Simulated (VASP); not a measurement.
# Si2Mo (I4/mmm) in VASP: settings compared, part 2 of 2

VASP 6.6.1. Earlier steps stand in the parts before.

### Step 3. Single point, LDA

This run uses another cell than the first one, of 13.42 Å³/atom, 1.042 times its volume.

INCAR

```
SYSTEM = Si2Mo
  PREC = Accurate
  ENCUT = 520
  EDIFF = 1E-6
  ISMEAR = -1
  SIGMA = 0.05
  LREAL = .FALSE.
  LASPH = .TRUE.
  NELM = 80
  ALGO = Normal
  ISIF = 2
  LWAVE = .FALSE.
  LCHARG = .TRUE.
  GGA = CA
  LELF = .TRUE.
  LVHAR = .TRUE.
  NBANDS = 18
```

KPOINTS

```
Automatic mesh
0
G
  12 12 12
  0 0 0
```

POSCAR

```
Si2Mo
1.0
   -1.6000000000      1.6000000000      3.9305000000
    1.6000000000     -1.6000000000      3.9305000000
    1.6000000000      1.6000000000     -3.9305000000
Mo Si
1 2
Direct
    0.0000000000      0.0000000000      0.0000000000
    0.6670000000      0.6670000000      0.0000000000
    0.3330000000      0.3330000000      0.0000000000
```

Potentials or basis: VASP PAW LDA potentials, release 64 (Mo_sv, Si).

Run with:

```
$ cat potpaw_LDA.64/Mo_sv/POTCAR potpaw_LDA.64/Si/POTCAR > POTCAR
$ mpirun -np 1 vasp_std > vasp.out
```

Run time: 2 min. Hardware: 1 thread of Intel Xeon Platinum 8259CL at 2.50GHz (Skylake/Cascade Lake), shared host; peak memory 0.25 GiB.

It converged, with:

- Free energy: -25.7963 eV
- Pressure: -5.5 GPa
- Largest force: 0.366 eV/Å
- Band gap on the k mesh: zero (band 11 reaches 12.72 eV, above the bottom of band 12 at 11.69 eV)

Forces in eV/Å, atoms in the order of the input:
```
Mo   0.000  0.000  0.000
Si   0.000  0.000 -0.366
Si   0.000  0.000  0.366
```

Stress tensor (GPa, compression positive):
```
-4.92  0.00  0.00
 0.00 -4.92  0.00
 0.00  0.00 -6.75
```

Levels at points of the mesh, in eV from the Fermi level:
| k point | band 9 | band 10 | band 11 | band 12 | band 13 | band 14 |
| --- | --- | --- | --- | --- | --- | --- |
| (0.00, 0.00, 0.00) | -2.66 | -2.66 | 0.41 | 3.03 | 3.18 | 3.63 |
| (0.50, 0.00, 0.00) | -2.63 | -2.51 | -0.52 | 2.22 | 3.00 | 3.99 |
| (0.50, 0.50, 0.00) | -4.48 | -3.06 | -1.09 | 2.27 | 2.67 | 2.98 |
| (0.50, 0.50, 0.50) | -0.60 | -0.60 | -0.52 | -0.52 | 0.55 | 4.57 |

### Step 4. Single point, LDA

This run uses another cell than the first one, of 13.95 Å³/atom, 1.083 times its volume.

INCAR

```
PREC     = Accurate       # precision mode
ENCUT    = 520            # plane-wave cutoff, eV
EDIFF    = 1E-6           # SCF threshold, eV
ISMEAR   = -1             # smearing method
SIGMA    = 0.05           # smearing width, eV
LREAL    = F              # projectors in reciprocal space
LASPH    = T              # aspherical terms in the spheres
NELM     = 100            # most SCF steps
ALGO     = Normal         # electronic algorithm
ISIF     = 2              # what is computed and relaxed
LWAVE    = F              # write WAVECAR
LCHARG   = F              # write CHGCAR
NBANDS   = 18             # bands
```

KPOINTS

```
Automatic mesh
0
Gamma
  12 12 12
```

POSCAR

```
Si2Mo
1.0
   -1.6210550461      1.6210550461      3.9822230367
    1.6210550461     -1.6210550461      3.9822230367
    1.6210550461      1.6210550461     -3.9822230367
Mo Si
1 2
Direct
    0.0000000000      0.0000000000      0.0000000000
    0.6670000000      0.6670000000      0.0000000000
    0.3330000000      0.3330000000      0.0000000000
```

Run with:

```
$ cat potpaw_LDA.64/Mo_sv/POTCAR potpaw_LDA.64/Si/POTCAR > POTCAR
$ mpirun -np 1 vasp_std > vasp.out
```

Wall time 1.9 min (1 thread of Intel Xeon Platinum 8259CL at 2.50GHz (Skylake/Cascade Lake), shared host); peak memory 0.25 GiB.

It converged, with:

```yaml
Free_energy: -25.7031 eV
Pressure: -12.8 GPa
Largest_force: 0.422 eV/Å
Band_gap_on_the_k_mesh: zero (band 11 reaches 12.10 eV, above the bottom of band 12 at 11.10 eV)
```

Forces in eV/Å, atoms in the order of the input:
```
Mo   0.000  0.000  0.000
Si   0.000  0.000 -0.422
Si   0.000  0.000  0.422
```

Stress tensor (GPa, compression positive):
```
-11.94   0.00   0.00
  0.00 -11.94   0.00
  0.00   0.00 -14.65
```

Levels at points of the mesh, in eV from the Fermi level:
```tsv
k point	band 8	band 9	band 10	band 11	band 12	band 13	band 14	band 15
(0.00, 0.00, 0.00)	-2.87	-2.55	-2.55	0.39	2.80	3.32	3.52	3.52
(0.50, 0.00, 0.00)	-4.31	-2.50	-2.39	-0.47	2.09	2.93	3.68	4.12
(0.50, 0.50, 0.00)	-5.29	-4.33	-2.90	-1.08	2.14	2.50	2.84	3.13
(0.50, 0.50, 0.50)	-2.19	-0.56	-0.56	-0.52	-0.52	0.52	4.40	4.59
```

### Step 5. Single point, r2SCAN

This run uses another cell than the first one, of 13.42 Å³/atom, 1.042 times its volume.

POSCAR

```
Si2Mo
1.0
   -1.6000000000      1.6000000000      3.9305000000
    1.6000000000     -1.6000000000      3.9305000000
    1.6000000000      1.6000000000     -3.9305000000
Mo Si
1 2
Direct
    0.0000000000      0.0000000000      0.0000000000
    0.6670000000      0.6670000000      0.0000000000
    0.3330000000      0.3330000000      0.0000000000
```

INCAR.step1

```
  PREC = Accurate
  ENCUT = 520
  ISMEAR = -1
  SIGMA = 0.05
  LREAL = F
  LASPH = T
  NELM = 80
  NBANDS = 18
  GGA = PE
  ALGO = Normal
  EDIFF = 1E-4
  LWAVE = T
  LCHARG = F
```

INCAR.step2

```
  PREC = Accurate
  ENCUT = 520
  EDIFF = 1E-7
  ISMEAR = -1
  SIGMA = 0.05
  LREAL = F
  LASPH = T
  NELM = 80
  ALGO = Normal
  ISIF = 2
  LWAVE = F
  LCHARG = T
  METAGGA = R2SCAN
  LMIXTAU = T
  LELF = T
  LVHAR = T
  NBANDS = 18
  ISTART = 1
```

KPOINTS

```
regular mesh
0
Gamma
  12 12 12
```

Potentials or basis: VASP PAW PBE potentials, release 64 (Mo_sv, Si).

Run with:

```
$ cat potpaw_PBE.64/Mo_sv/POTCAR potpaw_PBE.64/Si/POTCAR > POTCAR
$ cp INCAR.step1 INCAR
$ mpirun -np 1 vasp_std > vasp.out
$ cp INCAR.step2 INCAR
$ mpirun -np 1 vasp_std > vasp.out
```

It took 10 min on 1 thread of Intel Xeon Platinum 8259CL at 2.50GHz (Skylake/Cascade Lake), shared host; peak memory 0.28 GiB.

Results (log left out):

| Property | Result |
| --- | --- |
| Free energy | -45.0086 eV |
| Pressure | -1.0 GPa |
| Largest force | 0.348 eV/Å |
| Band gap on the k mesh | zero (band 11 reaches 12.78 eV, above the bottom of band 12 at 11.65 eV) |

Forces on the atoms (eV/Å):
```
Mo   0.000  0.000  0.000
Si   0.000  0.000 -0.348
Si   0.000  0.000  0.348
```

Stress tensor (GPa, compression positive):
```
-0.12  0.00  0.00
 0.00 -0.12  0.00
 0.00  0.00 -2.82
```

Levels at points of the mesh, in eV from the Fermi level:
| k point | band 8 | band 9 | band 10 | band 11 | band 12 | band 13 | band 14 | band 15 |
| --- | --- | --- | --- | --- | --- | --- | --- | --- |
| (0.00, 0.00, 0.00) | -3.08 | -2.84 | -2.84 | 0.40 | 3.31 | 3.37 | 3.81 | 3.81 |
| (0.50, 0.00, 0.00) | -4.81 | -2.72 | -2.69 | -0.57 | 2.51 | 3.17 | 4.37 | 4.49 |
| (0.50, 0.50, 0.00) | -5.46 | -4.78 | -3.27 | -1.31 | 2.59 | 2.97 | 3.23 | 3.44 |
| (0.50, 0.50, 0.50) | -2.38 | -0.63 | -0.63 | -0.61 | -0.61 | 0.55 | 4.95 | 5.77 |

Caveat: the PAW data sets were made with another functional, which shifts forces and pressure a little.

### Step 6. Single point, PBEsol+D4

This run uses another cell than the first one, of 13.05 Å³/atom, 1.013 times its volume.

INCAR

```
  PREC = Accurate
  ENCUT = 520
  EDIFF = 1E-6
  ISMEAR = -1
  SIGMA = 0.05
  LREAL = False
  LASPH = True
  NELM = 80
  ALGO = Normal
  ISIF = 2
  LWAVE = False
  LCHARG = True
  GGA = PS
  IVDW = 13
  LELF = True
  LVHAR = True
  NBANDS = 18
```

KPOINTS is that of step 5.

POSCAR

```
Si2Mo
1.0
   -1.5857744346      1.5857744346      3.8923198199
    1.5857744346     -1.5857744346      3.8923198199
    1.5857744346      1.5857744346     -3.8923198199
Mo Si
1 2
Direct
    0.0000000000      0.0000000000      0.0000000000
    0.6652036316      0.6652036316      0.0000000000
    0.3347963684      0.3347963684      0.0000000000
```

Potentials or basis: VASP PAW PBE potentials, release 64 (Mo_sv, Si).

Run with:

```
$ cat potpaw_PBE.64/Mo_sv/POTCAR potpaw_PBE.64/Si/POTCAR > POTCAR
$ mpirun -np 1 vasp_std > vasp.out
```

Wall time 58 s (1 thread of Intel Xeon 6975P-C (Granite Rapids), shared host); peak memory 0.27 GiB.

It converged, with:

```
Free energy                : -26.0568 eV
Pressure                   : 0.4 GPa
Band gap on the k mesh     : zero (band 11 reaches 13.09 eV, above the bottom of band 12 at 12.13 eV)
Dispersion energy per atom : -0.329 eV
```

Levels at points of the mesh, in eV from the Fermi level:
| k point | band 8 | band 9 | band 10 | band 11 | band 12 | band 13 | band 14 | band 15 |
| --- | --- | --- | --- | --- | --- | --- | --- | --- |
| (0.00, 0.00, 0.00) | -3.21 | -2.68 | -2.68 | 0.40 | 3.07 | 3.34 | 3.63 | 3.63 |
| (0.50, 0.00, 0.00) | -4.56 | -2.68 | -2.64 | -0.53 | 2.36 | 3.17 | 4.27 | 4.28 |
| (0.50, 0.50, 0.00) | -5.17 | -4.54 | -3.18 | -1.20 | 2.41 | 2.85 | 3.23 | 3.41 |
| (0.50, 0.50, 0.50) | -2.29 | -0.60 | -0.60 | -0.45 | -0.45 | 0.55 | 4.82 | 5.46 |

Caveat: the PAW data sets were made with another functional, which shifts forces and pressure a little; pairwise dispersion overbinds metals, which lowers pressure and volume.

### Step 7. The runs side by side

| level | potentials or basis | cell | gap on the mesh (eV) | pressure (GPa) | largest force (eV/Å) |
| --- | --- | --- | --- | --- | --- |
| LDA | VASP PAW LDA potentials, release 64 (Mo_sv, Si) | a = 4.474 Å, angles 138.7, 138.7, 59.9°, 3 atoms | none | 3.6 | 0.30 |
| LDA | VASP PAW LDA potentials, release 64 (Mo_sv, Si) | a = 4.535 Å, angles 138.7, 138.7, 59.9°, 3 atoms | none | -5.5 | 0.37 |
| LDA | VASP PAW LDA potentials, release 64 (Mo_sv, Si) | a = 4.595 Å, angles 138.7, 138.7, 59.9°, 3 atoms | none | -12.8 | 0.42 |
| r2SCAN | VASP PAW PBE potentials, release 64 (Mo_sv, Si) | a = 4.535 Å, angles 138.7, 138.7, 59.9°, 3 atoms | none | -1.0 | 0.35 |
| PBEsol+D4 | VASP PAW PBE potentials, release 64 (Mo_sv, Si) | a = 4.492 Å, angles 138.7, 138.7, 59.9°, 3 atoms | none | 0.4 | - |

Alike in all rows: task single point; no spin polarisation; k mesh 12 × 12 × 12; cutoff (eV) 520; smearing fermi-dirac 0.05 eV.

Caveats: the PAW data sets were made with another functional, which shifts forces and pressure a little (some runs); pairwise dispersion overbinds metals, which lowers pressure and volume (some runs).

Total energies depend on the potentials used, so only differences within one code and one set of settings carry meaning.
